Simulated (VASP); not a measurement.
# Li (Fm-3m) in VASP: notebook, part 2 of 2

VASP 6.6.1.

## Step 4: Single point, PBE+D3(BJ) (volume scaled by 0.97)

INCAR

```
PREC = Accurate
ENCUT = 520
EDIFF = 1E-6
ISMEAR = 0
SIGMA = 0.1
LREAL = F
LASPH = T
NELM = 60
ALGO = Fast
ISIF = 2
LWAVE = F
LCHARG = F
GGA = PE
IVDW = 12
NBANDS = 8
```

KPOINTS

```
regular mesh
0
Gamma
  18 18 18
```

POSCAR

```
Li
1.0
    0.0000000000      2.0673854510      2.0673854510
    2.0673854510      0.0000000000      2.0673854510
    2.0673854510      2.0673854510      0.0000000000
Li
1
Direct
    0.0000000000      0.0000000000      0.0000000000
```

Potentials or basis: VASP PAW PBE potentials, release 64 (Li_sv).

Launch:

```
$ cat potpaw_PBE.64/Li_sv/POTCAR > POTCAR
$ mpirun -np 1 vasp_std > vasp.out
```

OUTCAR:

```text
PREC = Accurate
   ENCUT = 520
   EDIFF = 1E-6
   ISMEAR = 0
   LREAL = F
   LASPH = T
   NELM = 60
   ISIF = 2
   GGA = PE
   IVDW = 12
 IVDW          = 12

 ion  position               nearest neighbor table
   1  0.000  0.000  0.000-

  LATTYP: Found a face centered cubic cell.
 ALAT       =     4.1347709020

  Lattice vectors:

 A1 = (   0.0000000000,   2.0673854510,   2.0673854510)
 A2 = (   2.0673854510,   0.0000000000,   2.0673854510)
 A3 = (   2.0673854510,   2.0673854510,   0.0000000000)

Analysis of symmetry for initial positions (statically):
=====================================================================
 Subroutine PRICEL returns:
 Original cell was already a primitive cell.

 Routine SETGRP: Setting up the symmetry group for a
 face centered cubic supercell.

 Subroutine GETGRP returns: Found 48 space group operations
 (whereof 48 operations were pure point group operations)
 out of a pool of 48 trial point group operations.

The static configuration has the point symmetry O_h .

Analysis of symmetry for dynamics (positions and initial velocities):
=====================================================================
[... 163 lines left out ...]
 Fermi energy:         1.0369480489

 k-point     1 :       0.0000    0.0000    0.0000
  band No.  band energies     occupation
      1     -45.2739      2.00000
      2      -2.6994      2.00000
      3      16.8418      0.00000
      4      16.8418      0.00000
      5      16.8418      0.00000
      6      20.9419      0.00000
      7      20.9419      0.00000
      8      20.9419      0.00000
[... 243 lines left out ...]
 k-point    24 :      -0.2222    0.0556    0.0000
  band No.  band energies     occupation
      1     -45.2583      2.00000
      2      -1.5658      2.00000
      3      10.1260      0.00000
      4      14.4333      0.00000
      5      16.1793      0.00000
      6      20.2863      0.00000
      7      21.0508      0.00000
      8      21.8141      0.00000

 [... further k-points ...]

------------------------ aborting loop because EDIFF is reached ----------------------------------------

 Edisp (eV)   -0.19407

 E8    (eV) :    -0.0807

  FORCE on cell =-STRESS in cart. coord.  units (eV):
  Direction    XX          YY          ZZ          XY          YZ          ZX
  --------------------------------------------------------------------------------------
  -------------------------------------------------------------------------------------
  Total       0.04622     0.04622     0.04622     0.00000     0.00000    -0.00000
  in kB       4.18995     4.18995     4.18995     0.00000     0.00000    -0.00000
  external pressure =        4.19 kB  Pullay stress =        0.00 kB

 VOLUME and BASIS-vectors are now :
 -----------------------------------------------------------------------------
  energy-cutoff  :      520.00
  volume of cell :       17.67
      direct lattice vectors                 reciprocal lattice vectors
     0.000000000  2.067385451  2.067385451    -0.241851368  0.241851368  0.241851368
     2.067385451  0.000000000  2.067385451     0.241851368 -0.241851368  0.241851368
     2.067385451  2.067385451  0.000000000     0.241851368  0.241851368 -0.241851368

 POSITION                                       TOTAL-FORCE (eV/Angst)
 -----------------------------------------------------------------------------------
      0.00000      0.00000      0.00000         0.000000      0.000000      0.000000
 -----------------------------------------------------------------------------------
    total drift:                               -0.000000     -0.000000     -0.000000

  FREE ENERGIE OF THE ION-ELECTRON SYSTEM (eV)
  ---------------------------------------------------
  free  energy   TOTEN  =        -2.0857542646 eV

  energy  without entropy=       -2.0842578492  energy(sigma->0) =       -2.08500606
```

OSZICAR:

```text
N       E                     dE             d eps       ncg     rms          rms(c)
DAV:   1    -0.870032458703E-01   -0.87003E-01   -0.72222E+02  3152   0.260E+02
DAV:   2    -0.187284115423E+01   -0.17858E+01   -0.17304E+01  4640   0.348E+01
DAV:   3    -0.189249691663E+01   -0.19656E-01   -0.19655E-01  3448   0.291E+00
DAV:   4    -0.189272157375E+01   -0.22466E-03   -0.22466E-03  5024   0.251E-01
DAV:   5    -0.189272202003E+01   -0.44628E-06   -0.44648E-06  3664   0.660E-03    0.191E-01
RMM:   6    -0.189189613703E+01    0.82588E-03   -0.18070E-04  4470   0.672E-02    0.120E-01
RMM:   7    -0.189166951575E+01    0.22662E-03   -0.10515E-03  4944   0.149E-01    0.245E-02
RMM:   8    -0.189167966890E+01   -0.10153E-04   -0.88070E-05  4918   0.480E-02    0.526E-03
RMM:   9    -0.189168122404E+01   -0.15551E-05   -0.39981E-05  4941   0.303E-02    0.591E-03
RMM:  10    -0.189167832962E+01    0.28944E-05   -0.15377E-05  4728   0.196E-02    0.148E-02
RMM:  11    -0.189168025176E+01   -0.19221E-05   -0.47682E-06  4214   0.103E-02    0.855E-03
RMM:  12    -0.189168221443E+01   -0.19627E-05   -0.12152E-06  3565   0.521E-03    0.246E-03
RMM:  13    -0.189168259748E+01   -0.38304E-06   -0.42432E-07  3162   0.309E-03
   1 F= -.20857543E+01 E0= -.20850061E+01  d E =-.149642E-02
```

Wall time 28 s (1 thread of AMD EPYC 7R43 (Zen 3), shared host); peak memory 0.12 GiB.

What came out:

- Free energy: -2.0858 eV
- Dispersion energy per atom: -0.194 eV

Levels at points of the mesh, in eV from the Fermi level:
```tsv
k point	band 1	band 2	band 3	band 4	band 5
(0.00, 0.00, 0.00)	-46.31	-3.74	15.80	15.80	15.80
(0.50, 0.00, 0.00)	-46.28	-0.08	3.40	13.90	13.90
(0.50, 0.50, 0.00)	-46.27	1.63	5.22	9.24	9.24
```

Caveat: the cutoff is under 1.25 times the usual one of these potentials, so pressure, stress and relaxed cells hold a basis-set (Pulay) error; pairwise dispersion overbinds metals, which lowers pressure and volume.

## Step 5: Single point, PBE+D3(BJ) (volume scaled by 1.03)

INCAR

```
SYSTEM = Li
PREC = Accurate
ENCUT = 520
EDIFF = 1E-6
ISMEAR = 0
SIGMA = 0.1
LREAL = .False.
LASPH = .True.
NELM = 60
ALGO = Normal
ISIF = 2
LWAVE = .False.
LCHARG = .True.
GGA = PE
IVDW = 12
LELF = .True.
LVHAR = .True.
NBANDS = 8
```

KPOINTS

```
regular mesh
0
Gamma
  18 18 18
  0 0 0
```

POSCAR

```
Li
1.0
    0.0000000000      2.1091620692      2.1091620692
    2.1091620692      0.0000000000      2.1091620692
    2.1091620692      2.1091620692      0.0000000000
Li
1
Direct
    0.0000000000      0.0000000000      0.0000000000
```

Launch:

```
$ cat potpaw_PBE.64/Li_sv/POTCAR > POTCAR
$ mpirun -np 1 vasp_std > vasp.out
```

Wall time 20 s (1 thread of AMD EPYC 7R43 (Zen 3), shared host); peak memory 0.12 GiB.

It converged, with:

```
Free energy                : -2.0862 eV
Dispersion energy per atom : -0.183 eV
```

Levels at points of the mesh, in eV from the Fermi level:
```tsv
k point	band 1	band 2	band 3	band 4	band 5	band 6	band 7
(0.00, 0.00, 0.00)	-46.41	-3.67	15.15	15.15	15.15	19.15	19.15
(0.50, 0.00, 0.00)	-46.38	-0.06	3.18	13.32	13.32	17.40	17.40
(0.50, 0.50, 0.00)	-46.38	1.58	4.98	8.87	8.87	11.14	16.41
```

Caveat: the cutoff is under 1.25 times the usual one of these potentials, so pressure, stress and relaxed cells hold a basis-set (Pulay) error; pairwise dispersion overbinds metals, which lowers pressure and volume.

## Step 6: Single point, PBE+D3(BJ) (volume scaled by 1.06)

INCAR

```
PREC = Accurate ; ENCUT = 520
EDIFF = 1E-6 ; ISMEAR = 0
SIGMA = 0.1 ; LREAL = F
LASPH = T ; NELM = 100
ALGO = Normal ; ISIF = 2
LWAVE = F ; LCHARG = F
GGA = PE ; IVDW = 12
NBANDS = 8
```

KPOINTS

```
Automatic mesh
0
Gamma
  18 18 18
```

POSCAR

```
Li
1.0
    0.0000000000      2.1294437179      2.1294437179
    2.1294437179      0.0000000000      2.1294437179
    2.1294437179      2.1294437179      0.0000000000
Li
1
Direct
    0.0000000000      0.0000000000      0.0000000000
```

Potentials or basis: VASP PAW PBE potentials, release 64 (Li_sv).

Launch:

```
$ cat potpaw_PBE.64/Li_sv/POTCAR > POTCAR
$ mpirun -np 1 vasp_std > vasp.out
```

Wall time 19 s (1 thread of AMD EPYC 7R43 (Zen 3), shared host); peak memory 0.11 GiB.

The run converged. Its results:

| Quantity | Value |
| --- | --- |
| Free energy | -2.0842 eV |
| Dispersion energy per atom | -0.177 eV |

Levels at points of the mesh, in eV from the Fermi level:
```csv
k point,band 1,band 2,band 3,band 4,band 5,band 6
"(0.00, 0.00, 0.00)",-46.46,-3.63,14.84,14.84,14.84,18.80
"(0.50, 0.00, 0.00)",-46.43,-0.05,3.08,13.06,13.06,17.09
"(0.50, 0.50, 0.00)",-46.43,1.56,4.88,8.70,8.70,10.94
```

Caveat: the cutoff is under 1.25 times the usual one of these potentials, so pressure, stress and relaxed cells hold a basis-set (Pulay) error; pairwise dispersion overbinds metals, which lowers pressure and volume.

## Step 7: The runs side by side

| cell | gap on the mesh (eV) |
| --- | --- |
| a = 2.862 Å, angles 60.0°, 1 atom | none |
| a = 2.893 Å, angles 60.0°, 1 atom | none |
| a = 2.924 Å, angles 60.0°, 1 atom | none |
| a = 2.983 Å, angles 60.0°, 1 atom | none |
| a = 3.011 Å, angles 60.0°, 1 atom | none |

Alike in all rows: task single point; level PBE+D3(BJ); potentials or basis VASP PAW PBE potentials, release 64 (Li_sv); no spin polarisation; k mesh 18 × 18 × 18; cutoff (eV) 520; smearing gaussian 0.1 eV.

Caveats: the cutoff is under 1.25 times the usual one of these potentials, so pressure, stress and relaxed cells hold a basis-set (Pulay) error; pairwise dispersion overbinds metals, which lowers pressure and volume.

Total energies depend on the potentials used, so only differences within one code and one set of settings carry meaning.
